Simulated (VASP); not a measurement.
Sc3InB, 5 atoms in the cell. Symmetry: Pm-3m, No. 221, cubic system. Conventional cell: a = 4.684 Å, b = 4.684 Å, c = 4.684 Å, α = 90.00°, β = 90.00°, γ = 90.00°. Sc (site symmetry 4/mmm) has 2 B at 2.34 Å within 3.1 Å. In (site symmetry m-3m) has 12 Sc at 3.31 Å and 8 B at 4.06 Å within 4.4 Å. Within 3.1 Å of B (site symmetry m-3m) lie 6 Sc at 2.34 Å. 

- Program: VASP 6.6.1
- Task: single point
- Functional: r2SCAN
- Potentials or basis: VASP PAW PBE potentials, release 64 (Sc_sv, In_d, B)
- Cutoff: 520 eV
- k mesh: 7 × 7 × 7
- Occupations: fermi-dirac, width 0.1 eV
- Spin: no spin polarisation
- Dipole correction: no
- Further INCAR settings: ALGO = Normal; EDIFF = 1e-06; NBANDS = 32

Potentials or basis: VASP PAW PBE potentials, release 64 (Sc_sv, In_d, B).

Launch:

```console
$ cat potpaw_PBE.64/Sc_sv/POTCAR potpaw_PBE.64/In_d/POTCAR potpaw_PBE.64/B/POTCAR > POTCAR
$ cp INCAR.step1 INCAR
$ mpirun -np 1 vasp_std > vasp.out
$ cp INCAR.step2 INCAR
$ mpirun -np 1 vasp_std > vasp.out
```

Hardware: 1 thread of Intel(R) Xeon(R) 6975P-C (Granite Rapids), on a shared host.

Task: How long does it take, and how much memory?

Result: Run time: 2 min on 1 thread of Intel(R) Xeon(R) 6975P-C (Granite Rapids), with other jobs on the host, peak memory 0.25 GiB. Counts: k points 20.
